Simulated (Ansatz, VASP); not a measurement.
Two plane-wave programs on C

File INCAR:

```
PREC = Accurate
ENCUT = 600
EDIFF = 1E-6
ISMEAR = 0
SIGMA = 0.01
LREAL = False
LASPH = True
NELM = 120
ALGO = Normal
ISIF = 2
LWAVE = False
LCHARG = False
GGA = PE
NBANDS = 11
GGA_COMPAT = False
```

File KPOINTS:

```
Automatic mesh
0
Gamma
  10 10 10
```

The input POSCAR:

```
C
1.0
    0.0000000000      1.7676978831      1.7676978831
    1.7676978831      0.0000000000      1.7676978831
    1.7676978831      1.7676978831      0.0000000000
C
2
Direct
    0.0000000000      0.0000000000      0.0000000000
    0.2500000000      0.2500000000      0.2500000000
```

Input for Ansatz:

```yaml
crystal:
  lattice:
    - [0.0, 1.7676978831, 1.7676978831]
    - [1.7676978831, 0.0, 1.7676978831]
    - [1.7676978831, 1.7676978831, 0.0]
  atoms:
    - { symbol: C, position: [0.0, 0.0, 0.0] }
    - { symbol: C, position: [0.25, 0.25, 0.25] }
kpoints:
  mp_grid: { grid: [10, 10, 10] }
hamiltonian:
  xc: pbe
scf:
  occupations: { method: fixed }
  n_extra_bands: 4
output:
  forces: true
  stress: true
  eigenvalues: true
```

Alike in both runs: task single point; functional PBE; k mesh 10 × 10 × 10; no spin polarisation.

```csv
,VASP,Ansatz
version,VASP 6.6.1,Ansatz 0.2.0
potentials or method,"VASP PAW PBE potentials, release 64 (C)","plane waves, PAW"
plane-wave cutoff (eV),600,420
occupations,"gaussian, width 0.01 eV",fixed
valence electrons in the cell,8,8
```

VASP gave:

```
gap on the k mesh at the Fermi level (eV) : 4.23
pressure (GPa)                            : 14.1
```

Problem. Which values does Ansatz return?

Solution. gap on the k mesh at the Fermi level (eV): 4.23; pressure (GPa): 14.0.
